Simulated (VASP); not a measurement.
Set up this calculation in VASP 6.6.1, as the native input.

```yaml
Task: relaxation of cell and atoms
Functional: r2SCAN
Potentials_or_basis: VASP PAW PBE potentials, release 64 (Be, S)
Cutoff: 600 eV
k_mesh: 8 × 8 × 8
Occupations: gaussian, width 0.01 eV
Spin: no spin polarisation
Target_pressure: 10 GPa
Dipole_correction: no
Further_INCAR_settings: ALGO = Normal; EDIFF = 1e-06; IBRION = 2; EDIFFG = -0.002; NSW = 100; ISIF = 3
```

BeS:

```
CELL_PARAMETERS angstrom
2.43422 2.43422 0.00000
-2.43422 2.43422 0.00000
0.00000 2.43422 2.43422
ATOMIC_POSITIONS crystal
Be 0.00000 0.00000 0.00000
S 0.75000 0.25000 0.50000
```

These files were run (other wordings do the same):

POSCAR

```
BeS
1.0
    2.4342244985      2.4342244985      0.0000000000
   -2.4342244985      2.4342244985      0.0000000000
    0.0000000000      2.4342244985      2.4342244985
Be S
1 1
Direct
    0.0000000000      0.0000000000      0.0000000000
    0.7500000000      0.2500000000      0.5000000000
```

INCAR.step1

```
  PREC = Accurate
  ENCUT = 600
  ISMEAR = 0
  SIGMA = 0.01
  LREAL = F
  LASPH = T
  NELM = 80
  GGA = PE
  ALGO = Normal
  EDIFF = 1E-4
  LWAVE = T
  LCHARG = F
```

INCAR.step2

```
  PREC = Accurate
  ENCUT = 600
  EDIFF = 1E-6
  ISMEAR = 0
  SIGMA = 0.01
  LREAL = F
  LASPH = T
  NELM = 80
  ALGO = Normal
  ISIF = 3
  LWAVE = F
  LCHARG = F
  METAGGA = R2SCAN
  LMIXTAU = T
  IBRION = 2
  NSW = 100
  EDIFFG = -0.002
  PSTRESS = 100.0
  ISTART = 1
```

KPOINTS

```
Automatic mesh
0
Gamma
  8 8 8
```

Potentials or basis: VASP PAW PBE potentials, release 64 (Be, S).

Run with:

```bash
$ cat potpaw_PBE.64/Be/POTCAR potpaw_PBE.64/S/POTCAR > POTCAR
$ cp INCAR.step1 INCAR
$ mpirun -np 1 vasp_std > vasp.out
$ cp INCAR.step2 INCAR
$ mpirun -np 1 vasp_std > vasp.out
```

Results of the run:

* Relaxed volume: 13.25 Å³/atom
* Relaxed cell: a = 3.347 Å, b = 3.347 Å, c = 3.347 Å, α = 60.00°, β = 60.00°, γ = 90.00°
* Space group after relaxing (to 0.1 Å): F-43m (No. 216)
* Energy change on relaxing (the run minimises the enthalpy): +35.4 meV/atom
* Ionic steps: 3
* Pressure after relaxing: 10.0 GPa
* Band gap on the k mesh: 3.39 eV (least direct gap 6.20 eV)

Caveat: the cell is relaxed towards a set pressure, so the run minimises the enthalpy, not the energy; the PAW data sets were made with another functional, which shifts forces and pressure a little.

Run time: 2.1 min on 1 thread of Intel Xeon 8259CL, with other jobs on the host, peak memory 0.16 GiB.
